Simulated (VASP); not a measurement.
A run of VASP 6.6.1 is set up as follows.

INCAR

```
ALGO     = Normal         # electronic algorithm
EDIFF    = 1E-6           # SCF threshold, eV
ENCUT    = 520            # plane-wave cutoff, eV
GGA      = PE             # functional
ISIF     = 2              # what is computed and relaxed
ISMEAR   = 0              # smearing method
LASPH    = T              # aspherical terms in the spheres
LCHARG   = F              # write CHGCAR
LREAL    = F              # projectors in reciprocal space
LWAVE    = F              # write WAVECAR
NBANDS   = 25             # bands
NELM     = 100            # most SCF steps
PREC     = Accurate       # precision mode
SIGMA    = 0.05           # smearing width, eV
```

The input KPOINTS:

```
k-points
0
Gamma
  6 6 8
```

File POSCAR:

```
SiO2
1.0
    4.2676000000      0.0000000000      0.0000000000
    0.0000000000      4.2676000000      0.0000000000
    0.0000000000      0.0000000000      3.0125000000
Si O
2 4
Direct
    0.5000000000      0.5000000000      0.5000000000
    0.0000000000      0.0000000000      0.0000000000
    0.6930127928      0.6930127928      0.0000000000
    0.1930127928      0.8069872072      0.5000000000
    0.3069872072      0.3069872072      0.0000000000
    0.8069872072      0.1930127928      0.5000000000
```

Potentials or basis: VASP PAW PBE potentials, release 64 (Si, O).

Command:

```sh
$ cat potpaw_PBE.64/Si/POTCAR potpaw_PBE.64/O/POTCAR > POTCAR
$ mpirun -np 1 vasp_std > vasp.out
```

Question: Estimate the band gap on the k mesh.

Answer: 2.56 eV, direct.

Question: Predict the largest force.

Answer: 0.359 eV/Å.

Question: What does it give for the pressure?

Answer: -30.8 GPa.

Forces on the atoms (eV/Å):
```
Si   0.000  0.000  0.000
Si   0.000  0.000  0.000
O    0.254  0.254  0.000
O    0.254 -0.254  0.000
O   -0.254 -0.254  0.000
O   -0.254  0.254  0.000
```
